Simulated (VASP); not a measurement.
# Ga (Cmce) in VASP: notebook, part 2 of 2

VASP 6.6.1. The steps go on from the part before.

## Step 3: Single point, PBE (20.73 Å³/atom)

This run uses another cell than the first one, of 20.73 Å³/atom.

INCAR reads:

```
SYSTEM = Ga
ALGO = Fast
EDIFF = 1E-7
ENCUT = 520
GGA = PE
ISIF = 2
ISMEAR = 0
LASPH = .True.
LCHARG = .False.
LREAL = .False.
LWAVE = .False.
NBANDS = 34
NELM = 60
PREC = Accurate
SIGMA = 0.05
```

KPOINTS reads:

```
k-points
0
Gamma
  10 10 10
  0 0 0
```

POSCAR reads:

```
Ga
1.0
    2.3092081860     -3.8914483194      0.0000000000
    2.3092081860      3.8914483194      0.0000000000
    0.0000000000      0.0000000000      4.6135432047
Ga
4
Direct
    0.8433069999      0.1566930001      0.0822993304
    0.6566930001      0.3433069999      0.5822993304
    0.1566930001      0.8433069999      0.9177006696
    0.3433069999      0.6566930001      0.4177006696
```

Potentials or basis: VASP PAW PBE potentials, release 64 (Ga_d).

Started as:

```
$ cat potpaw_PBE.64/Ga_d/POTCAR > POTCAR
$ mpirun -np 1 vasp_std > vasp.out
```

Wall time 3.8 min (1 thread of Intel Xeon 6975P-C (Granite Rapids), shared host); peak memory 0.47 GiB.

Results (log left out):

```
Free energy            : -11.6252 eV
Pressure               : -0.8 GPa
Band gap on the k mesh : zero (bands 26 and 27 overlap by 1.30 eV)
```

Forces in eV/Å, atoms in the order of the input:
```
Ga   0.000 -0.001 -0.002
Ga   0.000  0.001 -0.002
Ga   0.000  0.001  0.002
Ga   0.000 -0.001  0.002
```

Levels at points of the mesh, in eV from the Fermi level:
| k point | band 24 | band 25 | band 26 | band 27 | band 28 | band 29 |
| --- | --- | --- | --- | --- | --- | --- |
| (0.00, 0.00, 0.00) | -1.90 | -1.57 | -0.54 | 0.92 | 0.97 | 1.21 |
| (0.50, 0.00, 0.00) | -3.33 | -1.19 | -1.19 | 0.77 | 0.77 | 3.98 |
| (0.50, 0.50, 0.00) | -3.02 | -1.75 | -1.37 | 1.17 | 1.36 | 3.08 |
| (0.00, 0.00, 0.50) | -0.41 | 0.09 | 0.09 | 0.15 | 0.15 | 2.07 |
| (0.50, 0.00, 0.50) | -5.97 | -1.33 | -1.33 | 0.58 | 0.58 | 6.83 |
| (0.50, 0.50, 0.50) | -5.10 | -1.11 | -1.11 | -0.91 | -0.91 | 6.39 |

## Step 4: Single point, PBE (21.14 Å³/atom)

This run uses another cell than the first one, of 21.14 Å³/atom.

INCAR reads:

```
SYSTEM = Ga
ALGO     = Fast           ! electronic algorithm
EDIFF    = 1E-6           ! SCF threshold, eV
ENCUT    = 520            ! plane-wave cutoff, eV
GGA      = PE             ! functional
ISIF     = 2              ! what is computed and relaxed
ISMEAR   = 0              ! smearing method
LASPH    = .TRUE.         ! aspherical terms in the spheres
LCHARG   = .FALSE.        ! write CHGCAR
LREAL    = .FALSE.        ! projectors in reciprocal space
LWAVE    = .FALSE.        ! write WAVECAR
NBANDS   = 34             ! bands
NELM     = 60             ! most SCF steps
PREC     = Accurate       ! precision mode
SIGMA    = 0.05           ! smearing width, eV
```

KPOINTS reads:

```
k-points
0
G
  10 10 10
  0 0 0
```

POSCAR reads:

```
Ga
1.0
    2.3259316788     -3.9133168960      0.0000000000
    2.3259316788      3.9133168960      0.0000000000
    0.0000000000      0.0000000000      4.6440848224
Ga
4
Direct
    0.8430641937      0.1569358063      0.0821781614
    0.6569358063      0.3430641937      0.5821781614
    0.1569358063      0.8430641937      0.9178218386
    0.3430641937      0.6569358063      0.4178218386
```

Potentials or basis: VASP PAW PBE potentials, release 64 (Ga_d).

Started as:

```
$ cat potpaw_PBE.64/Ga_d/POTCAR > POTCAR
$ mpirun -np 1 vasp_std > vasp.out
```

OUTCAR:

```text
SYSTEM = Ga
   EDIFF = 1E-6
   ENCUT = 520
   GGA = PE
   ISIF = 2
   ISMEAR = 0
   LASPH = .TRUE.
   LREAL = .FALSE.
   NELM = 60
   PREC = Accurate

 ion  position               nearest neighbor table
   1  0.843  0.157  0.082-   3 2.57   2 2.74   2 2.74   4 2.80   4 2.80   3 2.85   3 2.85
   2  0.657  0.343  0.582-   4 2.57   1 2.74   1 2.74   3 2.80   3 2.80   4 2.85   4 2.85
   3  0.157  0.843  0.918-   1 2.57   4 2.74   4 2.74   2 2.80   2 2.80   1 2.85   1 2.85
   4  0.343  0.657  0.418-   2 2.57   3 2.74   3 2.74   1 2.80   1 2.80   2 2.85   2 2.85

  LATTYP: Found a base centered orthorhombic cell.
 ALAT       =     4.6518633576
 B/A-ratio  =     1.6824728480
 C/A-ratio  =     0.9983278668

  Lattice vectors:

 A1 = (   2.3259316788,  -3.9133168960,   0.0000000000)
 A2 = (   2.3259316788,   3.9133168960,   0.0000000000)
 A3 = (   0.0000000000,   0.0000000000,   4.6440848224)

Analysis of symmetry for initial positions (statically):
=====================================================================
 Subroutine PRICEL returns:
[... 173 lines left out ...]
  ext. energy  EPLUGINS =         0.00000000
  ---------------------------------------------------
  free energy    TOTEN  =       -11.61308668 eV

  energy without entropy =      -11.61211144  energy(sigma->0) =      -11.61259906

 E-fermi :   4.3263     XC(G=0): -10.2772

 val. band max:        4.3187271450   @ k =  -0.3000   0.3000   0.4000
 cond. band min:       4.3274915822   @ k =  -0.3000   0.3000   0.4000
 fundamental gap:      0.0087644372
 Fermi energy:         4.3262562872

 k-point     1 :       0.0000    0.0000    0.0000
  band No.  band energies     occupation
      1     -10.6553      2.00000
      2     -10.6492      2.00000
      3     -10.6246      2.00000
      4     -10.6108      2.00000
      5     -10.5918      2.00000
      6     -10.5737      2.00000
[... 877 lines left out ...]
     33      12.8025      0.00000
     34      13.1422      0.00000

 [... further k-points ...]
[... 5 lines left out ...]
  --------------------------------------------------------------------------------------
  -------------------------------------------------------------------------------------
  Total       -0.8314350     -0.8392029     -0.8676506      0.0000000     -0.0000000      0.0000000
  in kB      -15.7567546    -15.9039659    -16.4430869      0.0000000     -0.0000000      0.0000000
  external PRESSURE =     -16.0346025 kB  Pullay stress =       0.0000000 kB

 VOLUME and BASIS-vectors are now :
 -----------------------------------------------------------------------------
  energy-cutoff  :      520.00
  volume of cell :       84.54
      direct lattice vectors                 reciprocal lattice vectors
     2.325931679 -3.913316896  0.000000000     0.214967621 -0.127768850  0.000000000
     2.325931679  3.913316896  0.000000000     0.214967621  0.127768850  0.000000000
     0.000000000  0.000000000  4.644084822     0.000000000  0.000000000  0.215327678

 POSITION                                       TOTAL-FORCE (eV/Angst)
 -----------------------------------------------------------------------------------
      2.32593     -2.68504      0.38164         0.000000      0.000733     -0.002257
      2.32593     -1.22828      2.70368         0.000000     -0.000733     -0.002257
      2.32593      2.68504      4.26244         0.000000     -0.000733      0.002257
      2.32593      1.22828      1.94040         0.000000      0.000733      0.002257
 -----------------------------------------------------------------------------------
    total drift:                                0.000000     -0.000000     -0.000000

  FREE ENERGIE OF THE ION-ELECTRON SYSTEM (eV)
  ---------------------------------------------------
  free  energy   TOTEN  =       -11.6130866797 eV

  energy  without entropy=      -11.6121114427  energy(sigma->0) =      -11.61259906
```

stdout:

```text
POSCAR found type information on POSCAR Ga
 POSCAR found :  1 types and       4 ions
 scaLAPACK will be used
 LDA part: xc-table for (Slater+PW92), standard interpolation
 POSCAR, INCAR and KPOINTS ok, starting setup
 FFT: planning ... GRIDC
 FFT: planning ... GRID_SOFT
 FFT: planning ... GRID
 WAVECAR not read
 entering main loop
WARNING in EDDRMM: call to ZHEGV failed, returncode =   8  4     31
```

Wall time 3.3 min (1 thread of Intel Xeon 6975P-C (Granite Rapids), shared host); peak memory 0.47 GiB.

Results:

```yaml
Free_energy: -11.6131 eV
Pressure: -1.6 GPa
Band_gap_on_the_k_mesh: zero (bands 26 and 27 overlap by 1.31 eV)
```

Forces on the atoms (eV/Å):
```
Ga   0.000  0.001 -0.002
Ga   0.000 -0.001 -0.002
Ga   0.000 -0.001  0.002
Ga   0.000  0.001  0.002
```

## Step 5: Relaxation of shape and atoms at fixed volume, PBE (21.14 Å³/atom)

This run uses another cell than the first one, of 21.14 Å³/atom.

INCAR reads:

```
SYSTEM = Ga
PREC = Accurate
ENCUT = 600
EDIFF = 1E-6
ISMEAR = 0
SIGMA = 0.05
LREAL = .False.
LASPH = .True.
NELM = 100
ALGO = Fast
ISIF = 4
LWAVE = .False.
LCHARG = .False.
GGA = PE
IBRION = 2
NSW = 60
EDIFFG = -0.01
```

KPOINTS reads:

```
regular mesh
0
Gamma
  10 10 10
  0 0 0
```

POSCAR reads:

```
Ga
1.0
    2.3242034645     -3.9167181725      0.0000000000
    2.3242034645      3.9167181725      0.0000000000
    0.0000000000      0.0000000000      4.6435021169
Ga
4
Direct
    0.8433069999      0.1566930001      0.0822993304
    0.6566930001      0.3433069999      0.5822993304
    0.1566930001      0.8433069999      0.9177006696
    0.3433069999      0.6566930001      0.4177006696
```

Started as:

```
$ cat potpaw_PBE.64/Ga_d/POTCAR > POTCAR
$ mpirun -np 1 vasp_std > vasp.out
```

Run time: 11 min. Hardware: 1 thread of Oxide Virtual Turin-like, shared host; peak memory 0.51 GiB.

The run converged. Its results:

```
Free energy                  : -11.6124 eV
Energy gained by relaxing    : 0.0 meV/atom
Ionic steps                  : 2
Pressure after relaxing      : -1.6 GPa
Largest force after relaxing : 0.005 eV/Å
Band gap on the k mesh       : zero (bands 26 and 27 overlap by 1.30 eV)
```

Forces on the atoms (eV/Å):
```
Ga   0.000  0.004 -0.003
Ga   0.000 -0.004 -0.003
Ga   0.000 -0.004  0.003
Ga   0.000  0.004  0.003
```

Final structure:
```yaml
crystal:
  lattice:
    - [2.32491, -3.91644, 0.00000]
    - [2.32491, 3.91644, 0.00000]
    - [0.00000, 0.00000, 4.64242]
  atoms:
    - { symbol: Ga, position: [0.84322, 0.15678, 0.08227] }
    - { symbol: Ga, position: [0.65678, 0.34322, 0.58227] }
    - { symbol: Ga, position: [0.15678, 0.84322, 0.91773] }
    - { symbol: Ga, position: [0.34322, 0.65678, 0.41773] }
```

Levels at points of the mesh, in eV from the Fermi level:
```csv
k point,band 24,band 25,band 26,band 27,band 28,band 29
"(0.00, 0.00, 0.00)",-1.95,-1.53,-0.51,0.88,0.97,1.22
"(0.50, 0.00, 0.00)",-3.33,-1.16,-1.16,0.76,0.76,3.90
"(0.50, 0.50, 0.00)",-2.95,-1.77,-1.34,1.18,1.38,3.00
"(0.00, 0.00, 0.50)",-0.50,0.10,0.10,0.15,0.15,2.04
"(0.50, 0.00, 0.50)",-5.90,-1.30,-1.30,0.57,0.57,6.72
"(0.50, 0.50, 0.50)",-5.05,-1.07,-1.07,-0.90,-0.90,6.27
```

## Step 6: Summary

| task | cell | cutoff (eV) | gap on the mesh (eV) | pressure (GPa) |
| --- | --- | --- | --- | --- |
| single point | a = 4.499, b = 4.499, c = 4.579 Å, angles 90.0, 90.0, 118.7°, 4 atoms, atomic positions A | 520 | none | 0.1 |
| single point | a = 4.525, b = 4.525, c = 4.614 Å, angles 90.0, 90.0, 118.6°, 4 atoms, atomic positions B | 520 | none | -0.8 |
| single point | a = 4.552, b = 4.552, c = 4.644 Å, angles 90.0, 90.0, 118.5°, 4 atoms, atomic positions C | 520 | none | -1.6 |
| relaxation of shape and atoms at fixed volume | relaxed from a = 4.554, b = 4.554, c = 4.644 Å, angles 90.0, 90.0, 118.6°, 4 atoms, atomic positions B | 600 | none | -1.6 |

Alike in all rows: level PBE; potentials or basis VASP PAW PBE potentials, release 64 (Ga_d); no spin polarisation; k mesh 10 × 10 × 10; smearing gaussian 0.05 eV.

Absolute energies hang on the potentials; compare differences alone.

The gap in the log of VASP goes by the Fermi energy; the results here count the filled bands.